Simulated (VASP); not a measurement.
# BN (Cm) in VASP: notebook

BN is run at these levels: PBE; tasks: single point.

Everything below comes from runs of VASP 6.6.1. Logs are shortened: lines on timing, memory, paths and dates and some standing lists are left out, and cuts for length are marked.

### 1 The cell of the first run

Symmetry: Cm, No. 8, monoclinic system. The conventional cell has a = 4.424 Å, b = 2.554 Å, c = 12.702 Å, α = 90.00°, β = 93.33°, γ = 90.00°. B (site symmetry m) has 4 N at 1.57 to 1.58 Å within 2.1 Å. Within 2.1 Å of B (site symmetry m) lie 4 N at 1.57 to 1.58 Å. Within 2.1 Å of B (site symmetry m) lie 4 N at 1.57 to 1.58 Å. B (site symmetry m) has 4 N at 1.57 to 1.75 Å within 2.1 Å. B (site symmetry m) has 4 N at 1.57 to 1.58 Å within 2.1 Å. Within 2.1 Å of B (site symmetry m) lie 4 N at 1.57 to 1.58 Å. N (site symmetry m) has 4 B at 1.57 to 1.58 Å within 2.1 Å. Within 2.1 Å of N (site symmetry m) lie 4 B at 1.57 to 1.58 Å.

### 2 Single point, PBE

The input, INCAR:

```
SYSTEM = BN
ALGO = Normal
EDIFF = 1E-7
ENCUT = 520
GGA = PE
ISIF = 2
ISMEAR = 0
LASPH = .True.
LCHARG = .False.
LREAL = .False.
LWAVE = .False.
NBANDS = 36
NELM = 60
PREC = Accurate
SIGMA = 0.05
```

The input, KPOINTS:

```
k-points
0
Gamma
  10 10 2
  0 0 0
```

The input, POSCAR:

```
BN
1.0
   -2.5539396017      0.0000000000      0.0000000000
    1.2769698009     -2.2117765748      0.0000000000
   -0.6386125974      0.3687031550     12.6805650000
B N
6 6
Direct
    0.2951521431      0.7048478569      0.2290413333
    0.2395854764      0.7604145236      0.5623746667
    0.1840188097      0.8159811903      0.8957080000
    0.6562688097      0.3437311903      0.0623746667
    0.6007021431      0.3992978569      0.3957080000
    0.5451354764      0.4548645236      0.7290413333
    0.3159589703      0.6840410297      0.1042253333
    0.2603923036      0.7396076964      0.4375586667
    0.2048256369      0.7951743631      0.7708920000
    0.5103756369      0.4896243631      0.9375586667
    0.6215089703      0.3784910297      0.2708920000
    0.5659423036      0.4340576964      0.6042253333
```

Potentials or basis: VASP PAW PBE potentials, release 64 (B, N).

Run with:

```
$ cat potpaw_PBE.64/B/POTCAR potpaw_PBE.64/N/POTCAR > POTCAR
$ mpirun -np 1 vasp_std > vasp.out
```

OUTCAR:

```text
SYSTEM = BN
   EDIFF = 1E-7
   ENCUT = 520
   GGA = PE
   ISIF = 2
   ISMEAR = 0
   LASPH = .True.
   LREAL = .False.
   NELM = 60
   PREC = Accurate

 ion  position               nearest neighbor table
   1  0.295  0.705  0.229-  11 1.57  11 1.57  11 1.57   7 1.58
   2  0.240  0.760  0.562-  12 1.57  12 1.57  12 1.57   8 1.58
   3  0.184  0.816  0.896-  10 1.57  10 1.57  10 1.57   9 1.58
   4  0.656  0.344  0.062-   7 1.57   7 1.57   7 1.57  10 1.75
   5  0.601  0.399  0.396-   8 1.57   8 1.57   8 1.57  11 1.58
   6  0.545  0.455  0.729-   9 1.57   9 1.57   9 1.57  12 1.58
   7  0.316  0.684  0.104-   4 1.57   4 1.57   4 1.57   1 1.58
   8  0.260  0.740  0.438-   5 1.57   5 1.57   5 1.57   2 1.58
   9  0.205  0.795  0.771-   6 1.57   6 1.57   6 1.57   3 1.58
  10  0.510  0.490  0.938-   3 1.57   3 1.57   3 1.57   4 1.75
  11  0.622  0.378  0.271-   1 1.57   1 1.57   1 1.57   5 1.58
  12  0.566  0.434  0.604-   2 1.57   2 1.57   2 1.57   6 1.58

  LATTYP: Found a base centered monoclinic cell.
 ALAT       =     4.4235531496
 B/A-ratio  =     0.5773502692
 C/A-ratio  =     2.8714446232
 COS(beta)  =    -0.0580544018

  Lattice vectors:

 A1 = (   1.2769698009,  -2.2117765748,   0.0000000000)
 A2 = (   2.5539396017,   0.0000000000,   0.0000000000)
 A3 = (  -0.6386125974,   0.3687031550,  12.6805650000)

Analysis of symmetry for initial positions (statically):
=====================================================================
 Subroutine PRICEL returns:
 Original cell was already a primitive cell.

 Routine SETGRP: Setting up the symmetry group for a
 base centered monoclinic supercell.

 Subroutine GETGRP returns: Found  2 space group operations
 (whereof  2 operations were pure point group operations)
 out of a pool of  4 trial point group operations.

The static configuration has the point symmetry C_1h.

Analysis of symmetry for dynamics (positions and initial velocities):
=====================================================================
 Subroutine PRICEL returns:
 Original cell was already a primitive cell.

 Routine SETGRP: Setting up the symmetry group for a
 base centered monoclinic supercell.

 Subroutine GETGRP returns: Found  2 space group operations
 (whereof  2 operations were pure point group operations)
 out of a pool of  4 trial point group operations.

The dynamic configuration has the point symmetry C_1h.

 Subroutine INISYM returns: Found  2 space group operations
 (whereof  2 operations are pure point group operations),
 and found     1 'primitive' translations
[... 121 lines left out ...]
   ISIF   =      2    stress and relaxation
   ISYM   =      2    0-nonsym 1-usesym 2-fastsym
   POTIM  = 0.5000    time-step for ionic-motion
   TEBEG  =    0.0;   TEEND  =   0.0 temperature during run
   PSTRESS=    0.0 pullay stress
   NELECT =      48.0000    total number of electrons
   NUPDOWN=      -1.0000    fix difference up-down
   EMIN   =  10.00;   EMAX   =-10.00  energy-range for DOS
   EFERMI =   0.00;   METHOD = LEGACY
   ISMEAR =     0;   SIGMA  =   0.05  broadening in eV -4-tet -1-fermi 0-gaus
   EFERMI_NEDOS =   21; number of points for ismear=-14 and -15
   IALGO  =     38    algorithm
   IMIX   =      4    mixing-type and parameters
     AMIX     =   0.40;   BMIX     =  1.00
     AMIX_MAG =   1.60;   BMIX_MAG =  1.00
  volume/ion in A,a.u.               =       5.97        40.28
  Fermi-wavevector in a.u.,A,eV,Ry     =   1.432600  2.707222 27.923836  2.052344
  Thomas-Fermi vector in A             =   2.552210
   LORBIT       =      0    0 simple, 1 ext, 2 COOP (PROOUT), +10 PAW based schemes
   GGA     = PE    functional components
   LHFCALC =     F    Hartree Fock is set to
   AEXX    =    0.0000 exact exchange contribution
   IVDW    =     0    specifies the selected vdW correction
   LEPSILON=     F    determine dielectric tensor
   LRPA    =     F    only Hartree local field effects (RPA)
 non-spin polarized calculation
 Gauss-broadening in eV      SIGMA  =   0.05
  energy-cutoff  :      520.00
  volume of cell :       71.63
 maximum number of plane-waves:      1952
   NGX =  9   NGY =  9   NGZ = 47

 number of electron      47.9999994 magnetization

 Free energy of the ion-electron system (eV)
  ---------------------------------------------------
  ext. energy  EPLUGINS =         0.00000000
  ---------------------------------------------------
  free energy    TOTEN  =      -102.90642839 eV

  energy without entropy =     -102.90642839  energy(sigma->0) =     -102.90642839

 E-fermi :   8.0541     XC(G=0): -12.7814

 val. band max:        7.7604557630   @ k =   0.0000   0.0000   0.0000
 cond. band min:      12.2731534789   @ k =   0.3000   0.3000   0.0000
 fundamental gap:      4.5126977159
 Fermi energy:         8.0541336825

 k-point     1 :       0.0000    0.0000    0.0000
  band No.  band energies     occupation
      1     -12.8794      2.00000
      2     -12.2294      2.00000
      3     -12.1002      2.00000
      4     -10.4100      2.00000
      5     -10.2795      2.00000
      6      -8.6803      2.00000
[... 925 lines left out ...]
     35      20.3413      0.00000
     36      20.9663      0.00000

 [... further k-points ...]
[... 5 lines left out ...]
  --------------------------------------------------------------------------------------
  -------------------------------------------------------------------------------------
  Total       -1.3577463     -0.6477359      3.0877902      0.6148871     -4.0004059      6.9289067
  in kB      -30.3695766    -14.4883214     69.0665700     13.7535704    -89.4796253    154.9832675
  external PRESSURE =       8.0695573 kB  Pullay stress =       0.0000000 kB

 VOLUME and BASIS-vectors are now :
 -----------------------------------------------------------------------------
  energy-cutoff  :      520.00
  volume of cell :       71.63
      direct lattice vectors                 reciprocal lattice vectors
    -2.553939602  0.000000000  0.000000000    -0.391551938 -0.226062617 -0.013146102
     1.276969801 -2.211776575  0.000000000     0.000000000 -0.452125233  0.013146102
    -0.638612597  0.368703155 12.680565000     0.000000000  0.000000000  0.078860839

 POSITION                                       TOTAL-FORCE (eV/Angst)
 -----------------------------------------------------------------------------------
     -0.00000     -1.47452      2.90437         0.253611     -0.146423      0.270806
      0.00000     -1.47452      7.13123        -0.001228      0.000709      0.122053
      0.00000     -1.47452     11.35808         0.171866     -0.099227     -0.015256
     -1.27697     -0.73726      0.79095         2.509875     -1.449077      0.323424
     -1.27697     -0.73726      5.01780         0.008465     -0.004887      0.126221
     -1.27697     -0.73726      9.24466        -0.031040      0.017921      0.128516
     -0.00000     -1.47452      1.32164         0.685782     -0.395936      0.674181
      0.00000     -1.47452      5.54849         0.001831     -0.001057     -0.122066
      0.00000     -1.47452      9.77535        -0.179338      0.103541     -0.252415
     -1.27697     -0.73726     11.88877        -3.442870      1.987742     -1.014689
     -1.27697     -0.73726      3.43506         0.026100     -0.015069     -0.113323
     -1.27697     -0.73726      7.66192        -0.003053      0.001763     -0.127452
 -----------------------------------------------------------------------------------
    total drift:                                0.000077     -0.000045      0.000039

  FREE ENERGIE OF THE ION-ELECTRON SYSTEM (eV)
  ---------------------------------------------------
  free  energy   TOTEN  =      -102.9064283853 eV

  energy  without entropy=     -102.9064283853  energy(sigma->0) =     -102.90642839
```

Run time: 3.9 min. Hardware: 1 thread of Intel Xeon Platinum 8259CL at 2.50GHz (Skylake/Cascade Lake), shared host; peak memory 0.25 GiB.

What came out:

```yaml
Free_energy: -102.9064 eV
Pressure: 0.8 GPa
Largest_force: 4.103 eV/Å
Band_gap_on_the_k_mesh: 4.51 eV, indirect (least direct gap 6.61 eV)
```

Forces on the atoms (eV/Å):
```
B    0.254 -0.146  0.271
B   -0.001  0.001  0.122
B    0.172 -0.099 -0.015
B    2.510 -1.449  0.323
B    0.008 -0.005  0.126
B   -0.031  0.018  0.129
N    0.686 -0.396  0.674
N    0.002 -0.001 -0.122
N   -0.179  0.104 -0.252
N   -3.443  1.988 -1.015
N    0.026 -0.015 -0.113
N   -0.003  0.002 -0.127
```

Levels at points of the mesh, in eV from the valence-band top:
| k point | band 20 | band 21 | band 22 | band 23 | band 24 | band 25 | band 26 | band 27 | band 28 | band 29 |
| --- | --- | --- | --- | --- | --- | --- | --- | --- | --- | --- |
| (0.00, 0.00, 0.00) | -0.79 | -0.78 | -0.44 | -0.33 | 0.00 | 7.12 | 8.09 | 8.17 | 8.41 | 8.51 |
| (0.50, 0.00, 0.00) | -3.86 | -3.62 | -3.12 | -2.67 | -2.05 | 4.93 | 6.01 | 6.37 | 6.56 | 6.61 |
| (0.50, 0.50, 0.00) | -3.82 | -3.38 | -3.23 | -2.39 | -2.03 | 4.59 | 6.05 | 6.43 | 6.50 | 6.87 |
| (0.00, 0.00, 0.50) | -1.06 | -0.73 | -0.50 | -0.34 | -0.28 | 7.18 | 8.07 | 8.14 | 8.57 | 8.62 |
| (0.50, 0.00, 0.50) | -3.93 | -3.77 | -3.30 | -2.57 | -2.16 | 5.04 | 6.06 | 6.44 | 6.57 | 6.64 |
| (0.50, 0.50, 0.50) | -3.97 | -3.83 | -2.78 | -2.54 | -2.05 | 4.62 | 6.02 | 6.39 | 6.59 | 6.72 |

Caveat: forces of over 1 eV/Å act on the atoms, so gaps and moduli don't describe the material at rest.

[end of part 1 of 2]
